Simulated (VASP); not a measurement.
# Ba in VASP: further runs

Runs on Ba. Level: PBE. Tasks: single point, relaxation of cell and atoms.

All numbers are computed with VASP 6.6.1; they aren't measurements. Logs are shortened: lines on timing, memory, paths and dates and some standing lists are left out, and cuts for length are marked.

## 1. The cell of the first run

It takes space group C2/m (No. 12, monoclinic). Conventional cell: a = 7.422 Å, b = 4.745 Å, c = 7.367 Å, α = 90.00°, β = 98.67°, γ = 90.00°. Ba (site symmetry m) has 13 Ba at 4.36 to 5.46 Å within 5.7 Å.

## 2. Single point, PBE

Input file INCAR:

```
PREC = Accurate
ENCUT = 520
EDIFF = 1E-6
ISMEAR = 0
SIGMA = 0.1
LREAL = F
LASPH = T
NELM = 100
ALGO = Normal
ISIF = 2
LWAVE = F
LCHARG = F
GGA = PE
NBANDS = 17
```

Input file KPOINTS:

```
Automatic mesh
0
Gamma
  4 4 4
```

Input file POSCAR:

```
Ba
1.0
    3.7107513082     -2.3724764840      0.0000000000
    3.7107513082      2.3724764840      0.0000000000
   -1.1103070780      0.0000000000      7.2833490766
Ba
2
Direct
    0.7364071778      0.7364071778      0.7500012792
    0.2635928222      0.2635928222      0.2499987208
```

Potentials or basis: VASP PAW PBE potentials, release 64 (Ba_sv).

Command:

```console
cat potpaw_PBE.64/Ba_sv/POTCAR > POTCAR
mpirun -np 1 vasp_std > vasp.out
```

OUTCAR:

```text
PREC = Accurate
   ENCUT = 520
   EDIFF = 1E-6
   ISMEAR = 0
   LREAL = F
   LASPH = T
   NELM = 100
   ISIF = 2
   GGA = PE

 ion  position               nearest neighbor table
   1  0.736  0.736  0.750-   2 4.36   2 4.36   2 4.41   2 4.41   2 4.69
   2  0.264  0.264  0.250-   1 4.36   1 4.36   1 4.41   1 4.41   1 4.69

  LATTYP: Found a base centered monoclinic cell.
 ALAT       =     7.4215026164
 B/A-ratio  =     0.6393520576
 C/A-ratio  =     0.9927225723
 COS(beta)  =    -0.1507035097

  Lattice vectors:

 A1 = (   3.7107513082,  -2.3724764840,   0.0000000000)
 A2 = (   3.7107513082,   2.3724764840,   0.0000000000)
 A3 = (  -1.1103070780,   0.0000000000,   7.2833490766)

Analysis of symmetry for initial positions (statically):
=====================================================================
 Subroutine PRICEL returns:
 Original cell was already a primitive cell.

 Routine SETGRP: Setting up the symmetry group for a
 base centered monoclinic supercell.

 Subroutine GETGRP returns: Found  4 space group operations
 (whereof  4 operations were pure point group operations)
 out of a pool of  4 trial point group operations.

The static configuration has the point symmetry C_2h.

Analysis of symmetry for dynamics (positions and initial velocities):
=====================================================================
 Subroutine PRICEL returns:
 Original cell was already a primitive cell.

 Routine SETGRP: Setting up the symmetry group for a
 base centered monoclinic supercell.

 Subroutine GETGRP returns: Found  4 space group operations
 (whereof  4 operations were pure point group operations)
 out of a pool of  4 trial point group operations.

The dynamic configuration has the point symmetry C_2h.

 Subroutine INISYM returns: Found  4 space group operations
 (whereof  4 operations are pure point group operations),
 and found     1 'primitive' translations

----------------------------------------------------------------------------------------

                                     Primitive cell

  volume of cell :     128.2404

  direct lattice vectors                    reciprocal lattice vectors
     3.710751308 -2.372476484  0.000000000     0.134743603 -0.210750245  0.020540932
     3.710751308  2.372476484  0.000000000     0.134743603  0.210750245  0.020540932
[... 80 lines left out ...]
   LSORBIT =      F    spin-orbit coupling
   LASPH  =      T    aspherical Exc in radial PAW
   ENCUT  =  520.0 eV  38.22 Ry    6.18 a.u.   8.19  8.19 13.70*2*pi/ulx,y,z
   NELM   =    100;   NELMIN=  2; NELMDL= -5     # of ELM steps
   EDIFF  = 0.1E-05   stopping-criterion for ELM
   LREAL  =      F    real-space projection
   EDIFFG = 0.1E-04   stopping-criterion for IOM
   NSW    =      0    number of steps for IOM
   IBRION =     -1    ionic relax: 0-MD 1-quasi-New 2-CG
   NFREE  =      0    steps in history (QN), initial steepest desc. (CG)
   ISIF   =      2    stress and relaxation
   ISYM   =      2    0-nonsym 1-usesym 2-fastsym
   POTIM  = 0.5000    time-step for ionic-motion
   TEBEG  =    0.0;   TEEND  =   0.0 temperature during run
   PSTRESS=    0.0 pullay stress
   NELECT =      20.0000    total number of electrons
   NUPDOWN=      -1.0000    fix difference up-down
   EMIN   =  10.00;   EMAX   =-10.00  energy-range for DOS
   EFERMI =   0.00;   METHOD = LEGACY
   ISMEAR =     0;   SIGMA  =   0.10  broadening in eV -4-tet -1-fermi 0-gaus
   EFERMI_NEDOS =   21; number of points for ismear=-14 and -15
   IALGO  =     38    algorithm
   IMIX   =      4    mixing-type and parameters
     AMIX     =   0.40;   BMIX     =  1.00
     AMIX_MAG =   1.60;   BMIX_MAG =  1.00
  volume/ion in A,a.u.               =      64.12       432.70
  Fermi-wavevector in a.u.,A,eV,Ry     =   0.881204  1.665234 10.565206  0.776521
  Thomas-Fermi vector in A             =   2.001669
   LORBIT       =      0    0 simple, 1 ext, 2 COOP (PROOUT), +10 PAW based schemes
   GGA     = PE    functional components
   LHFCALC =     F    Hartree Fock is set to
   AEXX    =    0.0000 exact exchange contribution
   IVDW    =     0    specifies the selected vdW correction
   LEPSILON=     F    determine dielectric tensor
   LRPA    =     F    only Hartree local field effects (RPA)
 non-spin polarized calculation
 Gauss-broadening in eV      SIGMA  =   0.10
  energy-cutoff  :      520.00
  volume of cell :      128.24
 maximum number of plane-waves:      3468
 NGX is ok and might be reduce to    36

 number of electron      20.0000001 magnetization

 Free energy of the ion-electron system (eV)
  ---------------------------------------------------
  ext. energy  EPLUGINS =         0.00000000
  ---------------------------------------------------
  free energy    TOTEN  =        -3.80616763 eV

  energy without entropy =       -3.79724012  energy(sigma->0) =       -3.80170388

 E-fermi :   1.6070     XC(G=0):  -7.3546

 val. band max:        1.5960341006   @ k =  -0.2500   0.2500   0.2500
 cond. band min:       1.6562205102   @ k =   0.5000   0.5000   0.5000
 fundamental gap:      0.0601864096
 Fermi energy:         1.6070103943

 k-point     1 :       0.0000    0.0000    0.0000
  band No.  band energies     occupation
      1     -27.3288      2.00000
      2     -27.2898      2.00000
      3     -12.7235      2.00000
      4     -12.4055      2.00000
      5     -12.2956      2.00000
      6     -12.2953      2.00000
[... 457 lines left out ...]
      4     -12.6588      2.00000
      5     -12.4693      2.00000
      6     -12.4658      2.00000
[... 9 lines left out ...]
     16       3.7742      0.00000
     17       5.6868      0.00000

------------------------ aborting loop because EDIFF is reached ----------------------------------------

  FORCE on cell =-STRESS in cart. coord.  units (eV):
  Direction    XX          YY          ZZ          XY          YZ          ZX
  --------------------------------------------------------------------------------------
  -------------------------------------------------------------------------------------
  Total       -0.0067883      0.1085979      0.1202831      0.0000000      0.0000000      0.0528146
  in kB       -0.0848104      1.3567723      1.5027626      0.0000000      0.0000000      0.6598421
  external PRESSURE =       0.9249082 kB  Pullay stress =       0.0000000 kB

 VOLUME and BASIS-vectors are now :
 -----------------------------------------------------------------------------
  energy-cutoff  :      520.00
  volume of cell :      128.24
      direct lattice vectors                 reciprocal lattice vectors
     3.710751308 -2.372476484  0.000000000     0.134743603 -0.210750245  0.020540932
     3.710751308  2.372476484  0.000000000     0.134743603  0.210750245  0.020540932
    -1.110307078  0.000000000  7.283349077     0.000000000  0.000000000  0.137299474

 POSITION                                       TOTAL-FORCE (eV/Angst)
 -----------------------------------------------------------------------------------
      4.63252      0.00000      5.46252         0.009290      0.000000      0.000013
      1.67868      0.00000      1.82083        -0.009290      0.000000     -0.000013
 -----------------------------------------------------------------------------------
    total drift:                                0.000000      0.000000     -0.000000

  FREE ENERGIE OF THE ION-ELECTRON SYSTEM (eV)
  ---------------------------------------------------
  free  energy   TOTEN  =        -3.8061676320 eV

  energy  without entropy=       -3.7972401223  energy(sigma->0) =       -3.80170388
```

It took 20 s on 1 thread of Intel Xeon Platinum 8559C (Emerald Rapids), shared host; peak memory 0.23 GiB.

What came out:

- Free energy: -3.8062 eV
- Pressure: 0.1 GPa
- Largest force: 0.009 eV/Å
- Band gap on the k mesh: zero (band 10 reaches 1.82 eV, above the bottom of band 11 at 1.22 eV)

Forces on the atoms (eV/Å):
```
Ba   0.009  0.000  0.000
Ba  -0.009  0.000  0.000
```

Stress tensor (GPa, compression positive):
```
-0.01  0.00  0.07
 0.00  0.14  0.00
 0.07  0.00  0.15
```

Levels at points of the mesh, in eV from the Fermi level:
```csv
k point,band 6,band 7,band 8,band 9,band 10,band 11,band 12,band 13,band 14,band 15
"(0.00, 0.00, 0.00)",-13.90,-13.90,-13.89,-2.76,-0.93,1.06,1.11,1.58,1.67,2.34
"(0.50, 0.00, 0.00)",-14.06,-13.98,-13.96,-0.49,-0.41,0.29,0.53,0.78,1.03,2.60
"(0.50, 0.50, 0.00)",-14.14,-14.01,-13.89,-0.93,-0.66,-0.38,1.01,1.10,2.32,3.16
"(0.00, 0.00, 0.50)",-13.95,-13.91,-13.89,-1.81,-1.81,1.03,1.03,1.46,1.54,2.34
"(0.50, 0.00, 0.50)",-14.01,-13.95,-13.91,-0.91,-0.84,0.16,0.99,1.09,1.53,2.42
"(0.50, 0.50, 0.50)",-14.07,-14.07,-14.03,-0.38,-0.26,0.05,0.23,1.54,1.72,2.13
```

Caveat: the k points lie up to 0.39 Å⁻¹ apart; spin-orbit coupling is left out, which moves the levels of the heavy elements.

## 3. Single point, PBE

This run uses another cell than the first one, of the same volume but with other edges.

Input file INCAR:

```
SYSTEM = Ba
PREC = Accurate ; ENCUT = 520
EDIFF = 1E-6 ; ISMEAR = 0
SIGMA = 0.1 ; LREAL = .False.
LASPH = .True. ; NELM = 60
ALGO = Fast ; ISIF = 2
LWAVE = .False. ; LCHARG = .True.
GGA = PE ; LELF = .True.
LVHAR = .True. ; NBANDS = 17
```

Input file KPOINTS:

```
Automatic mesh
0
Gamma
  4 4 4
  0 0 0
```

Input file POSCAR:

```
Ba
1.0
    8.0446902519     -0.5525201948     -0.0215527104
   -1.5906001177      4.0429254503     -0.6430879982
    0.4503473726     -1.1624830478      4.2371739615
Ba
2
Direct
    0.9662631579      0.1292724533      0.4441475251
    0.4662657162      0.1564606561     -0.0826463237
```

Potentials or basis: VASP PAW PBE potentials, release 64 (Ba_sv).

Command:

```console
cat potpaw_PBE.64/Ba_sv/POTCAR > POTCAR
mpirun -np 1 vasp_std > vasp.out
```

It took 37 s on 1 thread of Intel Xeon Platinum 8559C (Emerald Rapids), shared host; peak memory 0.27 GiB.

Results (log left out):

| Quantity | Value |
| --- | --- |
| Free energy | -3.8058 eV |
| Pressure | 0.1 GPa |
| Largest force | 0.009 eV/Å |
| Band gap on the k mesh | zero (band 10 reaches 1.82 eV, above the bottom of band 11 at 1.22 eV) |

Forces in eV/Å, atoms in the order of the input:
```
Ba  -0.002  0.005 -0.008
Ba   0.002 -0.005  0.008
```

Stress tensor (GPa, compression positive):
```
 0.21 -0.05 -0.04
-0.05  0.04  0.07
-0.04  0.07  0.04
```

Levels at points of the mesh, in eV from the Fermi level:
| k point | band 7 | band 8 | band 9 | band 10 | band 11 | band 12 | band 13 | band 14 |
| --- | --- | --- | --- | --- | --- | --- | --- | --- |
| (0.00, 0.00, 0.00) | -13.90 | -13.89 | -2.76 | -0.93 | 1.06 | 1.11 | 1.56 | 1.69 |
| (0.50, 0.00, 0.00) | -13.91 | -13.89 | -1.81 | -1.81 | 1.03 | 1.03 | 1.46 | 1.53 |
| (0.00, 0.50, 0.00) | -13.96 | -13.91 | -0.92 | -0.83 | 0.16 | 0.99 | 1.08 | 1.58 |
| (0.50, 0.50, 0.00) | -13.98 | -13.96 | -0.48 | -0.40 | 0.28 | 0.52 | 0.80 | 1.05 |
| (0.00, 0.00, 0.50) | -13.97 | -13.96 | -0.49 | -0.41 | 0.30 | 0.54 | 0.77 | 1.01 |
| (0.50, 0.00, 0.50) | -13.95 | -13.91 | -0.91 | -0.85 | 0.16 | 0.99 | 1.09 | 1.49 |
| (0.00, 0.50, 0.50) | -14.07 | -14.03 | -0.38 | -0.26 | 0.05 | 0.23 | 1.54 | 1.71 |
| (0.50, 0.50, 0.50) | -14.01 | -13.90 | -0.93 | -0.66 | -0.38 | 1.01 | 1.10 | 2.32 |

Caveat: the k points lie up to 0.43 Å⁻¹ apart; spin-orbit coupling is left out, which moves the levels of the heavy elements.

[end of part 1 of 2]
